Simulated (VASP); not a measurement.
A run of VASP 6.6.1 is set up as follows.

File INCAR:

```
ALGO = Normal ; EDIFF = 1E-7
ENCUT = 520 ; GGA = PE
ISIF = 2 ; ISMEAR = -1
IVDW = 12 ; LASPH = T
LCHARG = F ; LREAL = Auto
LWAVE = F ; NBANDS = 111
NELM = 60 ; PREC = Accurate
SIGMA = 0.15
```

File KPOINTS:

```
k-points
0
Gamma
  2 2 1
```

The input POSCAR:

```
CaZn8Ag8
1.0
    6.2846720000      0.0000000000      0.0000000000
    0.0000000000      6.2846720000      0.0000000000
    0.0000000000      0.0000000000     16.7135040000
Zn Ag Ca
8 8 1
Direct
    0.2819876678      0.2225573586      0.1601100523
    0.3432160024      0.2676352879      0.3866334672
    0.2726315709      0.7394817104      0.1436144090
    0.1911157814      0.7795156215      0.3510035957
    0.7444143465      0.2570221644      0.1435844931
    0.8965623027      0.3382992780      0.3929337618
    0.7612966914      0.7824911149      0.1490710745
    0.8243866983      0.7281843826      0.3582492337
    0.0000000000      0.0000000000      0.0598318581
   -0.0177893134      0.0580778122      0.2671312969
    0.0000000000      0.4999942718      0.0598318581
    0.0334623669      0.4848781289      0.2459747519
    0.4999942718      0.0000000000      0.0598318581
    0.4973688364     -0.0016866433      0.2817841190
    0.4999942718      0.4999942718      0.0598318581
    0.5838809090      0.5075523432      0.2502287970
    0.5447221430      0.5796006538      0.4736828375
```

Potentials or basis: VASP PAW PBE potentials, release 64 (Zn, Ag, Ca_sv).

Run with:

```sh
$ cat potpaw_PBE.64/Zn/POTCAR potpaw_PBE.64/Ag/POTCAR potpaw_PBE.64/Ca_sv/POTCAR > POTCAR
$ mpirun -np 1 vasp_std > vasp.out
```

**Question.** Predict the largest force.

**Answer.** 1.370 eV/Å.

**Question.** Estimate the band gap on the k mesh.

**Answer.** Zero (bands 97 and 98 overlap by 0.93 eV).

Forces on the atoms (eV/Å):
```
Zn  -0.134  0.162  0.008
Zn  -0.589 -0.376 -0.607
Zn  -0.389  0.338  0.766
Zn   1.356 -0.095  0.167
Zn   0.291 -0.543  0.241
Zn   0.204 -0.393 -0.206
Zn  -0.060 -0.260  0.425
Zn  -0.766  0.552 -0.470
Ag   0.433  0.296  0.073
Ag  -0.282 -0.220 -0.111
Ag   0.177 -0.029  0.180
Ag   0.405  0.445 -0.488
Ag   0.050  0.032 -0.341
Ag   0.407 -0.302 -0.230
Ag   0.175 -0.158 -0.173
Ag  -0.929  0.078  0.445
Ca  -0.350  0.475  0.321
```

Caveat: the k points lie up to 0.50 Å⁻¹ apart, too coarse for converged energies and pressures of a metal; the atoms stand as in a frame of molecular dynamics; there is no dipole correction, which matters where the two faces differ.
